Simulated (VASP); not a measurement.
## SnO: single point with revPBE

SnO:

```xyz
4
Lattice="3.7881 0.0000 0.0000 0.0000 3.7881 0.0000 0.0000 0.0000 4.8541" Properties=species:S:1:pos:R:3 pbc="T T T"
Sn    1.8940    0.0000    3.7116
Sn    0.0000    1.8940    1.1425
O     0.0000    0.0000    0.0000
O     1.8940    1.8940    0.0000
```

```yaml
Program: VASP 6.6.1
Task: single point
Functional: revPBE
Potentials_or_basis: VASP PAW PBE potentials, release 64 (Sn_d, O)
Cutoff: 520 eV
k_mesh: 7 × 7 × 6
Occupations: fermi-dirac, width 0.05 eV
Spin: no spin polarisation
```

```
Pressure               : 7.9 GPa
Largest force          : 0.893 eV/Å
Band gap on the k mesh : 0.30 eV (least direct gap 2.08 eV)
```

Forces on the atoms (eV/Å):
```
Sn   0.000  0.000 -0.893
Sn   0.000  0.000  0.893
O    0.000  0.000  0.000
O    0.000  0.000  0.000
```

Stress tensor (GPa, compression positive):
```
8.50 0.00 0.00
0.00 8.50 0.00
0.00 0.00 6.72
```

Levels at points of the mesh, in eV from the valence-band top:
| k point | band 17 | band 18 | band 19 | band 20 | band 21 | band 22 | band 23 | band 24 |
| --- | --- | --- | --- | --- | --- | --- | --- | --- |
| (0.00, 0.00, 0.00) | -3.66 | -3.36 | -3.36 | 0.00 | 2.09 | 4.29 | 4.73 | 4.73 |
| (0.00, 0.00, 0.50) | -3.38 | -3.38 | -3.15 | -2.36 | 1.70 | 2.99 | 2.99 | 3.71 |

Run time: 43 s on 1 thread of AMD EPYC 9R45 96-Core Processor (Zen 5), with other jobs on the host, peak memory 0.18 GiB.

Caveat: the cell stands under pressure; the PAW data sets were made with another functional, which shifts forces and pressure a little; spin-orbit coupling is left out, which moves the levels of the heavy elements; an odd mesh through Γ misses points on the zone boundary, where band edges can lie.
